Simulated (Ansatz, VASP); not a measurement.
MgSe in VASP and in Ansatz

```xyz
2
Lattice="0.0000 2.6508 2.6508 2.6508 0.0000 2.6508 2.6508 2.6508 0.0000" Properties=species:S:1:pos:R:3 pbc="T T T"
Mg    0.0000    0.0000    0.0000
Se    2.6508    2.6508    2.6508
```

Alike in both runs: task single point; functional PBE; k mesh 5 × 5 × 5; no spin polarisation.

|  | VASP | Ansatz |
| --- | --- | --- |
| version | VASP 6.6.1 | Ansatz 0.2.0 |
| potentials or method | VASP PAW PBE potentials, release 64 (Mg, Se), cutoff 600 eV | plane waves, PAW |
| occupations | gaussian, width 0.01 eV | fixed |
| valence electrons in the cell | 8 | 26 |

```tsv
	VASP	Ansatz	Ansatz less VASP
pressure (GPa)	8.9	9.0	+0.10
```

VASP's potentials hold 8 valence electrons a cell and Ansatz's 26, so a difference there can come from the potentials and not from the codes.
